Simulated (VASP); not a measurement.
Set up this calculation in VASP 6.6.1, as the native input.

```
Task                   : single point
Functional             : PBEsol
Potentials or basis    : VASP PAW PBE potentials, release 64 (Ga_d, Sb)
Cutoff                 : 520 eV
k mesh                 : 10 × 10 × 10
Occupations            : gaussian, width 0.15 eV
Spin                   : no spin polarisation
Dipole correction      : no
Further INCAR settings : ALGO = Normal; EDIFF = 1e-06; NBANDS = 22
```

The structure of GaSb3 lies in POSCAR:

```
GaSb3
1.0
    0.0000000000      3.6788427150      3.4875428938
    3.6788427150      0.0000000000      3.4875428938
    3.6788427150      3.6788427150      0.0000000000
Ga Sb
1 3
Direct
    0.0000000000      0.0000000000      0.0000000000
    0.2500000000      0.2500000000      0.2500000000
    0.7500000000      0.7500000000      0.7500000000
    0.5000000000      0.5000000000      0.5000000000
```

One way to write it, as run:

INCAR

```
PREC = Accurate
ENCUT = 520
EDIFF = 1E-6
ISMEAR = 0
SIGMA = 0.15
LREAL = F
LASPH = T
NELM = 60
ALGO = Normal
ISIF = 2
LWAVE = F
LCHARG = F
GGA = PS
NBANDS = 22
```

KPOINTS

```
Automatic mesh
0
Gamma
  10 10 10
```

Potentials or basis: VASP PAW PBE potentials, release 64 (Ga_d, Sb).

Run with:

```bash
$ cat potpaw_PBE.64/Ga_d/POTCAR potpaw_PBE.64/Sb/POTCAR > POTCAR
$ mpirun -np 1 vasp_std > vasp.out
```

Results of the run:

```
Pressure               : 2.1 GPa
Band gap on the k mesh : zero (bands 14 and 15 overlap by 4.48 eV)
```

Caveat: the PAW data sets were made with another functional, which shifts forces and pressure a little; spin-orbit coupling is left out, which moves the levels of the heavy elements.

It took 5.6 min on 1 thread of Intel Xeon 8259CL (shared host), peak memory 0.34 GiB.
